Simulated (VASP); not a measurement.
# IrC2N2 (P-43m) in VASP: a series of runs

The runs below take IrC2N2 through single point, with PBE.

All numbers are computed with VASP 6.6.1; they aren't measurements. Logs are shortened: lines on timing, memory, paths and dates and some standing lists are left out, and cuts for length are marked.

**1. The cell of the first run**

Symmetry: P-43m, No. 215, cubic system. Conventional cell: a = 5.828 Å, b = 5.828 Å, c = 5.828 Å, α = 90.00°, β = 90.00°, γ = 90.00°. Ir (site symmetry -43m) has 4 C at 1.92 Å within 2.5 Å. Within 2.6 Å of Ir (site symmetry -43m) lie 4 N at 1.93 Å. C (site symmetry 3m) has 1 N at 1.20 Å within 1.6 Å. Within 1.6 Å of N (site symmetry 3m) lie 1 C at 1.20 Å.

**2. Single point, PBE, collinear spin**

File INCAR:

```
  PREC = Accurate
  ENCUT = 520
  EDIFF = 1E-7
  ISMEAR = 0
  SIGMA = 0.1
  LREAL = False
  LASPH = True
  NELM = 150
  ALGO = Normal
  ISIF = 2
  LWAVE = False
  LCHARG = False
  ISPIN = 2
  MAGMOM = 1 1 0 0 0 0 0 0 0 0
  LORBIT = 11
  LMAXMIX = 4
  GGA = PE
  NBANDS = 42
```

File KPOINTS:

```
Automatic mesh
0
Gamma
  4 4 4
```

File POSCAR:

```
IrC2N2
1.0
    5.8275631743      0.0000000000      0.0000000000
    0.0000000000      5.8275631743      0.0000000000
    0.0000000000      0.0000000000      5.8275631743
Ir C N
2 4 4
Direct
    0.0000000000      0.0000000000      0.0000000000
    0.5000000000      0.5000000000      0.5000000000
    0.1901849469      0.1901849469      0.1901849469
    0.1901849469      0.8098150531      0.8098150531
    0.8098150531      0.1901849469      0.8098150531
    0.8098150531      0.8098150531      0.1901849469
    0.3089663254      0.3089663254      0.3089663254
    0.3089663254      0.6910336746      0.6910336746
    0.6910336746      0.3089663254      0.6910336746
    0.6910336746      0.6910336746      0.3089663254
```

Potentials or basis: VASP PAW PBE potentials, release 64 (Ir, C, N).

Launch:

```console
$ cat potpaw_PBE.64/Ir/POTCAR potpaw_PBE.64/C/POTCAR potpaw_PBE.64/N/POTCAR > POTCAR
$ mpirun -np 1 vasp_std > vasp.out
```

OUTCAR:

```text
PREC = Accurate
   ENCUT = 520
   EDIFF = 1E-7
   ISMEAR = 0
   LREAL = False
   LASPH = True
   NELM = 150
   ISIF = 2
   ISPIN = 2
   LORBIT = 11
   GGA = PE

 ion  position               nearest neighbor table
   1  0.000  0.000  0.000-   3 1.92   4 1.92   5 1.92   6 1.92
   2  0.500  0.500  0.500-   7 1.93   8 1.93   9 1.93  10 1.93
   3  0.190  0.190  0.190-   7 1.20   1 1.92
   4  0.190  0.810  0.810-   8 1.20   1 1.92
   5  0.810  0.190  0.810-   9 1.20   1 1.92
   6  0.810  0.810  0.190-  10 1.20   1 1.92
   7  0.309  0.309  0.309-   3 1.20   2 1.93
   8  0.309  0.691  0.691-   4 1.20   2 1.93
   9  0.691  0.309  0.691-   5 1.20   2 1.93
  10  0.691  0.691  0.309-   6 1.20   2 1.93

  LATTYP: Found a simple cubic cell.
 ALAT       =     5.8275631743

  Lattice vectors:

 A1 = (   5.8275631743,   0.0000000000,   0.0000000000)
 A2 = (   0.0000000000,   5.8275631743,   0.0000000000)
 A3 = (   0.0000000000,   0.0000000000,   5.8275631743)

Analysis of symmetry for initial positions (statically):
=====================================================================
 Subroutine PRICEL returns:
 Original cell was already a primitive cell.

 Routine SETGRP: Setting up the symmetry group for a
 simple cubic supercell.

 Subroutine GETGRP returns: Found 24 space group operations
 (whereof 24 operations were pure point group operations)
 out of a pool of 48 trial point group operations.

The static configuration has the point symmetry T_d .

Analysis of symmetry for dynamics (positions and initial velocities):
=====================================================================
 Subroutine PRICEL returns:
 Original cell was already a primitive cell.

 Routine SETGRP: Setting up the symmetry group for a
 simple cubic supercell.

 Subroutine GETGRP returns: Found 24 space group operations
 (whereof 24 operations were pure point group operations)
 out of a pool of 48 trial point group operations.

The dynamic configuration has the point symmetry T_d .

Analysis of structural, dynamic, and magnetic symmetry:
=====================================================================
 Subroutine PRICEL returns:
 Original cell was already a primitive cell.
[... 154 lines left out ...]
  ext. energy  EPLUGINS =         0.00000000
  ---------------------------------------------------
  free energy    TOTEN  =       -80.00939711 eV

  energy without entropy =      -79.97030251  energy(sigma->0) =      -79.98984981

 E-fermi :   0.1070     XC(G=0):  -7.7172

 val. band max:        0.0669558710   @ k =   0.5000   0.2500   0.0000
 cond. band min:       0.1890612596   @ k =   0.2500   0.2500   0.2500
 fundamental gap:      0.1221053887
 Fermi energy:         0.1070062797

 spin component 1

 k-point     1 :       0.0000    0.0000    0.0000
  band No.  band energies     occupation
      1     -18.3072      1.00000
      2     -18.1267      1.00000
      3     -18.1267      1.00000
      4     -18.1267      1.00000
      5      -9.9485      1.00000
      6      -9.1459      1.00000
[... 409 lines left out ...]
     38       5.6911      0.00000
     39       6.4947      0.00000
 Fermi energy:         0.1070062797

 spin component 2

 k-point     1 :       0.0000    0.0000    0.0000
  band No.  band energies     occupation
      1     -18.3072      1.00000
      2     -18.1267      1.00000
      3     -18.1267      1.00000
      4     -18.1267      1.00000
      5      -9.9485      1.00000
      6      -9.1460      1.00000
[... 409 lines left out ...]
     38       5.6911      0.00000
     39       6.4945      0.00000
 [bands above 39 left out]

------------------------ aborting loop because EDIFF is reached ----------------------------------------

  FORCE on cell =-STRESS in cart. coord.  units (eV):
  Direction    XX          YY          ZZ          XY          YZ          ZX
  --------------------------------------------------------------------------------------
  -------------------------------------------------------------------------------------
  Total        0.3836426      0.3836426      0.3836426      0.0000000     -0.0000000      0.0000000
  in kB        3.1058212      3.1058212      3.1058212      0.0000000     -0.0000000      0.0000000
  external PRESSURE =       3.1058212 kB  Pullay stress =       0.0000000 kB

 VOLUME and BASIS-vectors are now :
 -----------------------------------------------------------------------------
  energy-cutoff  :      520.00
  volume of cell :      197.91
      direct lattice vectors                 reciprocal lattice vectors
     5.827563174  0.000000000  0.000000000     0.171598311  0.000000000  0.000000000
     0.000000000  5.827563174  0.000000000     0.000000000  0.171598311  0.000000000
     0.000000000  0.000000000  5.827563174     0.000000000  0.000000000  0.171598311

 POSITION                                       TOTAL-FORCE (eV/Angst)
 -----------------------------------------------------------------------------------
      0.00000      0.00000      0.00000        -0.000000      0.000000     -0.000000
      2.91378      2.91378      2.91378        -0.000000      0.000000     -0.000000
      1.10831      1.10831      1.10831        -0.134970     -0.134970     -0.134970
      1.10831      4.71925      4.71925        -0.134970      0.134970      0.134970
      4.71925      1.10831      4.71925         0.134970     -0.134970      0.134970
      4.71925      4.71925      1.10831         0.134970      0.134970     -0.134970
      1.80052      1.80052      1.80052         0.141857      0.141857      0.141857
      1.80052      4.02704      4.02704         0.141857     -0.141857     -0.141857
      4.02704      1.80052      4.02704        -0.141857      0.141857     -0.141857
      4.02704      4.02704      1.80052        -0.141857     -0.141857      0.141857
 -----------------------------------------------------------------------------------
    total drift:                               -0.000000     -0.000000      0.000000

  FREE ENERGIE OF THE ION-ELECTRON SYSTEM (eV)
  ---------------------------------------------------
  free  energy   TOTEN  =       -80.0093971117 eV

  energy  without entropy=      -79.9703025054  energy(sigma->0) =      -79.98984981

 total charge

# of ion       s       p       d       tot
------------------------------------------
    1        0.764   1.021   7.073   8.858
    2        0.631   0.871   6.933   8.436
    3        0.934   1.609   0.000   2.543
    4        0.934   1.609   0.000   2.543
    5        0.934   1.609   0.000   2.543
    6        0.934   1.609   0.000   2.543
    7        1.279   2.589   0.000   3.867
    8        1.279   2.589   0.000   3.867
    9        1.279   2.589   0.000   3.867
   10        1.279   2.589   0.000   3.867
--------------------------------------------------
tot         10.244  18.684  14.006  42.934

 magnetization (x)

# of ion       s       p       d       tot
------------------------------------------
    1        0.000   0.000   0.000   0.000
    2       -0.000  -0.000  -0.001  -0.001
    3        0.000  -0.000   0.000  -0.000
    4        0.000  -0.000   0.000  -0.000
    5        0.000  -0.000   0.000  -0.000
    6        0.000  -0.000   0.000  -0.000
    7       -0.000   0.000   0.000   0.000
    8       -0.000   0.000   0.000   0.000
    9       -0.000   0.000   0.000   0.000
   10       -0.000   0.000   0.000   0.000
--------------------------------------------------
tot         -0.000  -0.000  -0.000  -0.000
```

stdout:

```text
POSCAR found type information on POSCAR IrC N
 POSCAR found :  3 types and      10 ions
 scaLAPACK will be used
 LDA part: xc-table for (Slater+PW92), standard interpolation
 POSCAR, INCAR and KPOINTS ok, starting setup
 FFT: planning ... GRIDC
 FFT: planning ... GRID_SOFT
 FFT: planning ... GRID
 WAVECAR not read
 entering main loop
```

Run time: 3.5 min. Hardware: 1 thread of Intel Xeon Platinum 8488C (Sapphire Rapids), shared host; peak memory 0.46 GiB.

What came out:

- Free energy: -80.0094 eV
- Pressure: 0.3 GPa
- Largest force: 0.246 eV/Å
- Band gap on the k mesh: zero (filled and empty bands overlap)
- Net moment: 0.00 μB per cell
- Valence electrons inside the program's atomic spheres: Ir 8.86, 8.44; C 2.54; N 3.87

Forces on the atoms (eV/Å):
```
Ir   0.000  0.000  0.000
Ir   0.000  0.000  0.000
C   -0.135 -0.135 -0.135
C   -0.135  0.135  0.135
C    0.135 -0.135  0.135
C    0.135  0.135 -0.135
N    0.142  0.142  0.142
N    0.142 -0.142 -0.142
N   -0.142  0.142 -0.142
N   -0.142 -0.142  0.142
```

Caveat: spin-orbit coupling is left out, which moves the levels of the heavy elements.

**3. Single point, PBE, collinear spin**

This run uses another cell than the first one, of 20.36 Å³/atom.

File INCAR:

```
PREC     = Accurate       # precision mode
ENCUT    = 520            # plane-wave cutoff, eV
EDIFF    = 1E-6           # SCF threshold, eV
ISMEAR   = 0              # smearing method
SIGMA    = 0.1            # smearing width, eV
LREAL    = F              # projectors in reciprocal space
LASPH    = T              # aspherical terms in the spheres
NELM     = 150            # most SCF steps
ALGO     = Normal         # electronic algorithm
ISIF     = 2              # what is computed and relaxed
LWAVE    = F              # write WAVECAR
LCHARG   = T              # write CHGCAR
ISPIN    = 2              # spin polarisation
MAGMOM   = 1 1 0 0 0 0 0 0 0 0 # initial moments
LORBIT   = 11             # projections on sites
LMAXMIX  = 4              # l up to which the mixer works
GGA      = PE             # functional
LELF     = T              # ELF
LVHAR    = T            
NBANDS   = 42             # bands
```

File KPOINTS:

```
regular mesh
0
Gamma
  4 4 4
```

File POSCAR:

```
IrC2N2
1.0
    5.8826218900      0.0000000000      0.0000000000
    0.0000000000      5.8826218900      0.0000000000
    0.0000000000      0.0000000000      5.8826218900
Ir C N
2 4 4
Direct
    0.0000000000      0.0000000000      0.0000000000
    0.5000000000      0.5000000000      0.5000000000
    0.1881440800      0.1881440800      0.1881440800
    0.1881440800      0.8118559200      0.8118559200
    0.8118559200      0.1881440800      0.8118559200
    0.8118559200      0.8118559200      0.1881440800
    0.3029738000      0.3029738000      0.3029738000
    0.3029738000      0.6970262000      0.6970262000
    0.6970262000      0.3029738000      0.6970262000
    0.6970262000      0.6970262000      0.3029738000
```

Potentials or basis: VASP PAW PBE potentials, release 64 (Ir, C, N).

Launch:

```console
$ cat potpaw_PBE.64/Ir/POTCAR potpaw_PBE.64/C/POTCAR potpaw_PBE.64/N/POTCAR > POTCAR
$ mpirun -np 1 vasp_std > vasp.out
```

Wall time 4 min (1 thread of Intel Xeon Platinum 8488C (Sapphire Rapids), shared host); peak memory 0.46 GiB.

Results (log left out):

```yaml
Free_energy: -79.6555 eV
Pressure: 1.6 GPa
Largest_force: 3.825 eV/Å
Band_gap_on_the_k_mesh: zero (filled and empty bands overlap)
Net_moment: 0.00 μB per cell
Valence_electrons_inside_the_program's_atomic_spheres: Ir 8.88, 8.10; C 2.60; N 3.88
```

Forces on the atoms (eV/Å):
```
Ir   0.000  0.000  0.000
Ir   0.000  0.000  0.000
C   -1.416 -1.416 -1.416
C   -1.416  1.416  1.416
C    1.416 -1.416  1.416
C    1.416  1.416 -1.416
N    2.208  2.208  2.208
N    2.208 -2.208 -2.208
N   -2.208  2.208 -2.208
N   -2.208 -2.208  2.208
```

Levels at points of the mesh, in eV from the Fermi level:
Spin up:
| k point | band 25 | band 26 | band 27 | band 28 | band 29 | band 30 |
| --- | --- | --- | --- | --- | --- | --- |
| (0.00, 0.00, 0.00) | -0.86 | -0.86 | -0.86 | 0.32 | 0.32 | 0.32 |
| (0.50, 0.00, 0.00) | -0.99 | -0.99 | 0.18 | 0.27 | 0.67 | 0.67 |
| (0.50, 0.50, 0.00) | -0.78 | -0.78 | 0.18 | 0.32 | 0.48 | 0.48 |
| (0.50, 0.50, 0.50) | -0.57 | -0.57 | -0.57 | 0.24 | 0.24 | 0.24 |
Spin down:
```tsv
k point	band 24	band 25	band 26	band 27	band 28	band 29	band 30	band 31
(0.00, 0.00, 0.00)	-0.86	-0.86	-0.86	-0.86	0.32	0.32	0.32	4.48
(0.50, 0.00, 0.00)	-1.56	-0.99	-0.99	0.18	0.27	0.67	0.67	4.51
(0.50, 0.50, 0.00)	-1.54	-0.78	-0.78	0.18	0.32	0.48	0.48	4.58
(0.50, 0.50, 0.50)	-0.78	-0.57	-0.57	-0.57	0.24	0.24	0.24	4.42
```

Caveat: spin-orbit coupling is left out, which moves the levels of the heavy elements; forces of over 1 eV/Å act on the atoms, so gaps and moduli don't describe the material at rest.

The gap in the log of VASP goes by the Fermi energy; the results here count the filled bands.